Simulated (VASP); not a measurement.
A run of VASP 6.6.1 is set up as follows.

The input INCAR:

```
PREC = Accurate
ENCUT = 520
EDIFF = 1E-6
ISMEAR = 0
SIGMA = 0.1
LREAL = F
LASPH = T
NELM = 150
ALGO = Normal
ISIF = 2
LWAVE = F
LCHARG = F
ISPIN = 2
MAGMOM = 1.03 0.01 0.01 0.1 0.1 0.07
LORBIT = 11
LMAXMIX = 4
GGA = PE
NBANDS = 42
```

The input KPOINTS:

```
Automatic mesh
0
Gamma
  4 4 2
```

Contents of POSCAR:

```
NbIn2S3
1.0
    3.7524419600      0.0000000000      0.0000000000
    0.0000000000      3.7524419600      0.0000000000
    0.0000000000      0.0000000000      8.4161738600
Nb In S
1 2 3
Direct
    0.5000000000      0.5000000000      0.0000000000
    0.5000000000      0.0000000000      0.7344790700
    0.0000000000      0.5000000000      0.2655209300
    0.5000000000      0.0000000000      0.3861632900
    0.0000000000      0.5000000000      0.6138367100
    0.0000000000      0.0000000000      0.0000000000
```

Potentials or basis: VASP PAW PBE potentials, release 64 (Nb_sv, In_d, S).

The run is started by

```sh
$ cat potpaw_PBE.64/Nb_sv/POTCAR potpaw_PBE.64/In_d/POTCAR potpaw_PBE.64/S/POTCAR > POTCAR
$ mpirun -np 1 vasp_std > vasp.out
```

(1) Predict the net moment.

(2) What does it give for the largest force?

(3) What does it give for the site moments?

(4) Predict the pressure.

## Answers

(1) 1.69 μB per cell.

(2) 2.244 eV/Å.

(3) Nb +1.04; In +0.01; S +0.07, +0.04 μB.

(4) -0.1 GPa.

Caveat: the k points lie up to 0.42 Å⁻¹ apart; forces of over 1 eV/Å act on the atoms, so gaps and moduli don't describe the material at rest.
